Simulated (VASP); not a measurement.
# ZnMo3 (Pm-3m) in VASP: single point with PBE+D3(BJ)

Aim: the single point of ZnMo3 with PBE+D3(BJ).

Everything below comes from runs of VASP 6.6.1. Logs are shortened: lines on timing, memory, paths and dates and some standing lists are left out, and cuts for length are marked.

## (1) The cell of the first run

It takes space group Pm-3m (No. 221, cubic). The conventional cell has a = 3.943 Å, b = 3.943 Å, c = 3.943 Å, α = 90.00°, β = 90.00°, γ = 90.00°. Within 3.7 Å of Zn (site symmetry m-3m) lie 12 Mo at 2.79 Å. Mo (site symmetry 4/mmm) has 4 Zn at 2.79 Å and 8 Mo at 2.79 Å within 3.7 Å.

## (2) Single point, PBE+D3(BJ)

INCAR

```
  ALGO = Normal
  EDIFF = 1E-6
  ENCUT = 520
  GGA = PE
  ISIF = 2
  ISMEAR = 1
  IVDW = 12
  LASPH = True
  LCHARG = False
  LREAL = False
  LWAVE = False
  NBANDS = 35
  NELM = 60
  PREC = Accurate
  SIGMA = 0.15
```

KPOINTS

```
k-points
0
Gamma
  5 5 5
```

POSCAR

```
ZnMo3
1.0
    3.9431540000      0.0000000000      0.0000000000
    0.0000000000      3.9431540000      0.0000000000
    0.0000000000      0.0000000000      3.9431540000
Zn Mo
1 3
Direct
    0.0000000000      0.0000000000      0.0000000000
    0.0000000000      0.5000000000      0.5000000000
    0.5000000000      0.0000000000      0.5000000000
    0.5000000000      0.5000000000      0.0000000000
```

Potentials or basis: VASP PAW PBE potentials, release 64 (Zn, Mo_sv).

Started as:

```console
$ cat potpaw_PBE.64/Zn/POTCAR potpaw_PBE.64/Mo_sv/POTCAR > POTCAR
$ mpirun -np 1 vasp_std > vasp.out
```

OUTCAR:

```text
EDIFF = 1E-6
   ENCUT = 520
   GGA = PE
   ISIF = 2
   ISMEAR = 1
   IVDW = 12
   LASPH = True
   LREAL = False
   NELM = 60
   PREC = Accurate
 IVDW          = 12

 ion  position               nearest neighbor table
   1  0.000  0.000  0.000-   2 2.79   3 2.79   4 2.79   2 2.79   3 2.79   2 2.79   4 2.79   2 2.79
                             3 2.79   4 2.79   3 2.79   4 2.79
   2  0.000  0.500  0.500-   1 2.79   3 2.79   4 2.79   1 2.79   4 2.79   1 2.79   3 2.79   1 2.79
                             3 2.79   4 2.79   4 2.79   3 2.79
   3  0.500  0.000  0.500-   1 2.79   2 2.79   4 2.79   1 2.79   4 2.79   2 2.79   4 2.79   4 2.79
                             1 2.79   2 2.79   1 2.79   2 2.79
   4  0.500  0.500  0.000-   1 2.79   2 2.79   3 2.79   2 2.79   3 2.79   1 2.79   3 2.79   3 2.79
                             1 2.79   2 2.79   2 2.79   1 2.79

  LATTYP: Found a simple cubic cell.
 ALAT       =     3.9431540000

  Lattice vectors:

 A1 = (   3.9431540000,   0.0000000000,   0.0000000000)
 A2 = (   0.0000000000,   3.9431540000,   0.0000000000)
 A3 = (   0.0000000000,   0.0000000000,   3.9431540000)

Analysis of symmetry for initial positions (statically):
=====================================================================
 Subroutine PRICEL returns:
 Original cell was already a primitive cell.

 Routine SETGRP: Setting up the symmetry group for a
 simple cubic supercell.

 Subroutine GETGRP returns: Found 48 space group operations
 (whereof 48 operations were pure point group operations)
 out of a pool of 48 trial point group operations.

The static configuration has the point symmetry O_h .

Analysis of symmetry for dynamics (positions and initial velocities):
=====================================================================
 Subroutine PRICEL returns:
 Original cell was already a primitive cell.

 Routine SETGRP: Setting up the symmetry group for a
 simple cubic supercell.

 Subroutine GETGRP returns: Found 48 space group operations
 (whereof 48 operations were pure point group operations)
 out of a pool of 48 trial point group operations.

The dynamic configuration has the point symmetry O_h .

 Subroutine INISYM returns: Found 48 space group operations
 (whereof 48 operations are pure point group operations),
 and found     1 'primitive' translations

----------------------------------------------------------------------------------------

                                     Primitive cell

  volume of cell :      61.3100

  direct lattice vectors                    reciprocal lattice vectors
     3.943154000  0.000000000  0.000000000     0.253604095  0.000000000  0.000000000
     0.000000000  3.943154000  0.000000000     0.000000000  0.253604095  0.000000000
     0.000000000  0.000000000  3.943154000     0.000000000  0.000000000  0.253604095

  length of vectors
     3.943154000  3.943154000  3.943154000     0.253604095  0.253604095  0.253604095

  position of ions in fractional coordinates (direct lattice)
     0.000000000  0.000000000  0.000000000
     0.000000000  0.500000000  0.500000000
     0.500000000  0.000000000  0.500000000
     0.500000000  0.500000000  0.000000000

  ion indices of the primitive-cell ions
   primitive index   ion index
                 1           1
                 2           2
                 3           3
                 4           4

----------------------------------------------------------------------------------------

 KPOINTS: k-points

Automatic generation of k-mesh.
 Grid dimensions read from file:
 generate k-points for:    5    5    5

 Generating k-lattice:

  Cartesian coordinates                     Fractional coordinates (reciprocal lattice)
     0.050720819  0.000000000  0.000000000     0.200000000  0.000000000  0.000000000
     0.000000000  0.050720819  0.000000000     0.000000000  0.200000000  0.000000000
     0.000000000  0.000000000  0.050720819     0.000000000  0.000000000  0.200000000

  Length of vectors
     0.050720819  0.050720819  0.050720819

  Shift w.r.t. Gamma in fractional coordinates (k-lattice)
     0.000000000  0.000000000  0.000000000

 Subroutine IBZKPT returns following result:
 ===========================================

 Found     10 irreducible k-points:

 Following reciprocal coordinates:
            Coordinates               Weight
  0.000000  0.000000  0.000000      1.000000
  0.200000  0.000000  0.000000      6.000000
  0.400000  0.000000  0.000000      6.000000
  0.200000  0.200000  0.000000     12.000000
  0.400000  0.200000  0.000000     24.000000
  0.400000  0.400000  0.000000     12.000000
  0.200000  0.200000  0.200000      8.000000
  0.400000  0.200000  0.200000     24.000000
  0.400000  0.400000  0.200000     24.000000
  0.400000  0.400000  0.400000      8.000000
   k-points           NKPTS =     10   k-points in BZ     NKDIM =     10   number of bands    NBANDS=     35
   number of dos      NEDOS =    301   number of ions     NIONS =      4
   total plane-waves  NPLWV =  27000
   dimension x,y,z NGX =    30 NGY =   30 NGZ =   30
   dimension x,y,z NGXF=    60 NGYF=   60 NGZF=   60
   ions per type =               1   3
   NGX,Y,Z   is equivalent  to a cutoff of  12.65, 12.65, 12.65 a.u.
   NGXF,Y,Z  is equivalent  to a cutoff of  25.30, 25.30, 25.30 a.u.
 SYSTEM =  unknown system
   PREC   = accura    normal or accurate (medium, high low for compatibility)
   ISTART =      0    job   : 0-new  1-cont  2-samecut
   ICHARG =      2    charge: 1-file 2-atom 10-const
   ISPIN  =      1    spin polarized calculation?
   LNONCOLLINEAR =      F non collinear calculations
   LSORBIT =      F    spin-orbit coupling
   LASPH  =      T    aspherical Exc in radial PAW
   ENCUT  =  520.0 eV  38.22 Ry    6.18 a.u.   7.33  7.33  7.33*2*pi/ulx,y,z
   NELM   =     60;   NELMIN=  2; NELMDL= -5     # of ELM steps
   EDIFF  = 0.1E-05   stopping-criterion for ELM
   LREAL  =      F    real-space projection
   EDIFFG = 0.1E-04   stopping-criterion for IOM
   NSW    =      0    number of steps for IOM
   IBRION =     -1    ionic relax: 0-MD 1-quasi-New 2-CG
   NFREE  =      0    steps in history (QN), initial steepest desc. (CG)
   ISIF   =      2    stress and relaxation
   ISYM   =      2    0-nonsym 1-usesym 2-fastsym
   POTIM  = 0.5000    time-step for ionic-motion
   TEBEG  =    0.0;   TEEND  =   0.0 temperature during run
   PSTRESS=    0.0 pullay stress
   NELECT =      54.0000    total number of electrons
   NUPDOWN=      -1.0000    fix difference up-down
   EMIN   =  10.00;   EMAX   =-10.00  energy-range for DOS
   EFERMI =   0.00;   METHOD = LEGACY
   ISMEAR =     1;   SIGMA  =   0.15  broadening in eV -4-tet -1-fermi 0-gaus
   EFERMI_NEDOS =   21; number of points for ismear=-14 and -15
   IALGO  =     38    algorithm
   IMIX   =      4    mixing-type and parameters
     AMIX     =   0.40;   BMIX     =  1.00
     AMIX_MAG =   1.60;   BMIX_MAG =  1.00
  volume/ion in A,a.u.               =      15.33       103.44
  Fermi-wavevector in a.u.,A,eV,Ry     =   1.569263  2.965477 33.505513  2.462586
  Thomas-Fermi vector in A             =   2.671171
   LORBIT       =      0    0 simple, 1 ext, 2 COOP (PROOUT), +10 PAW based schemes
   GGA     = PE    functional components
   LHFCALC =     F    Hartree Fock is set to
   AEXX    =    0.0000 exact exchange contribution
   IVDW    =    12    specifies the selected vdW correction
   LEPSILON=     F    determine dielectric tensor
   LRPA    =     F    only Hartree local field effects (RPA)
 non-spin polarized calculation
 Methfessel and Paxton  Order N= 1 SIGMA  =   0.15
  energy-cutoff  :      520.00
  volume of cell :       61.31
 maximum number of plane-waves:      1671
 NGX is ok and might be reduce to    30
   NGX = 15   NGY = 15   NGZ = 15

 number of electron      54.0000015 magnetization

 Free energy of the ion-electron system (eV)
  ---------------------------------------------------
  ext. energy  EPLUGINS =         0.00000000
  ---------------------------------------------------
  free energy    TOTEN  =       -33.09621211 eV

  energy without entropy =      -33.09577423  energy(sigma->0) =      -33.09606615

 E-fermi :  10.2234     XC(G=0): -13.0328

 val. band max:       10.1397720848   @ k =   0.2000   0.0000   0.0000
 cond. band min:      10.2685840991   @ k =   0.4000   0.4000   0.4000
 fundamental gap:      0.1288120142
 Fermi energy:        10.2234165954

 k-point     1 :       0.0000    0.0000    0.0000
  band No.  band energies     occupation
      1     -50.8034      2.00000
      2     -50.5383      2.00000
      3     -50.5383      2.00000
      4     -25.2595      2.00000
      5     -25.2595      2.00000
      6     -25.2595      2.00000
[... 27 lines left out ...]
     34      14.7735      0.00000
     35      14.7735      0.00000

 k-point     2 :       0.2000    0.0000    0.0000
  band No.  band energies     occupation
      1     -50.7813      2.00000
      2     -50.5607      2.00000
      3     -50.5380      2.00000
      4     -25.2082      2.00000
      5     -25.2082      2.00000
      6     -25.1780      2.00000
[... 27 lines left out ...]
     34      14.7757      0.00000
     35      15.2444      0.00000

 k-point     3 :       0.4000    0.0000    0.0000
  band No.  band energies     occupation
      1     -50.7298      2.00000
      2     -50.6126      2.00000
      3     -50.5376      2.00000
      4     -25.1008      2.00000
      5     -25.1008      2.00000
      6     -24.9580      2.00000
[... 27 lines left out ...]
     34      14.7792      0.00000
     35      16.9930      0.00000
[... 191 lines left out ...]
 k-point     9 :       0.4000    0.4000    0.2000
  band No.  band energies     occupation
      1     -50.6617      2.00000
      2     -50.6173      2.00000
      3     -50.5983      2.00000
      4     -25.3552      2.00000
      5     -25.1417      2.00000
      6     -24.9936      2.00000
[... 27 lines left out ...]
     34      13.2586      0.00000
     35      15.1896      0.00000

 k-point    10 :       0.4000    0.4000    0.4000
  band No.  band energies     occupation
      1     -50.6421      2.00000
      2     -50.6167      2.00000
      3     -50.6167      2.00000
      4     -25.5176      2.00000
      5     -25.1454      2.00000
      6     -25.1382      2.00000
[... 27 lines left out ...]
     34      14.1846      0.00000
     35      14.2359      0.00000

------------------------ aborting loop because EDIFF is reached ----------------------------------------

 Edisp (eV)   -2.55009

 E8    (eV) :    -1.1770

  FORCE on cell =-STRESS in cart. coord.  units (eV):
  Direction    XX          YY          ZZ          XY          YZ          ZX
  --------------------------------------------------------------------------------------
  -------------------------------------------------------------------------------------
  Total      -3.03794    -3.03794    -3.03794    -0.00000    -0.00000    -0.00000
  in kB     -79.38866   -79.38866   -79.38866    -0.00000    -0.00000    -0.00000
  external pressure =      -79.39 kB  Pullay stress =        0.00 kB

 VOLUME and BASIS-vectors are now :
 -----------------------------------------------------------------------------
  energy-cutoff  :      520.00
  volume of cell :       61.31
      direct lattice vectors                 reciprocal lattice vectors
     3.943154000  0.000000000  0.000000000     0.253604095  0.000000000  0.000000000
     0.000000000  3.943154000  0.000000000     0.000000000  0.253604095  0.000000000
     0.000000000  0.000000000  3.943154000     0.000000000  0.000000000  0.253604095

 POSITION                                       TOTAL-FORCE (eV/Angst)
 -----------------------------------------------------------------------------------
      0.00000      0.00000      0.00000         0.000000      0.000000      0.000000
      0.00000      1.97158      1.97158         0.000000      0.000000      0.000000
      1.97158      0.00000      1.97158         0.000000      0.000000      0.000000
      1.97158      1.97158      0.00000         0.000000      0.000000      0.000000
 -----------------------------------------------------------------------------------
    total drift:                                0.000000      0.000000     -0.000000

  FREE ENERGIE OF THE ION-ELECTRON SYSTEM (eV)
  ---------------------------------------------------
  free  energy   TOTEN  =       -35.6463020309 eV

  energy  without entropy=      -35.6458641524  energy(sigma->0) =      -35.64615607
```

It took 38 s on 1 thread of AMD EPYC 7R13, shared host; peak memory 0.15 GiB.

Results:

- Free energy: -35.6463 eV
- Pressure: -7.9 GPa
- Band gap on the k mesh: zero (band 27 reaches 11.17 eV, above the bottom of band 28 at 10.14 eV)
- Dispersion energy per atom: -0.638 eV

Levels at points of the mesh, in eV from the Fermi level:
```tsv
k point	band 25	band 26	band 27	band 28	band 29	band 30
(0.00, 0.00, 0.00)	0.94	0.94	0.94	2.08	2.08	2.08
```

Caveat: pairwise dispersion overbinds metals, which lowers pressure and volume.
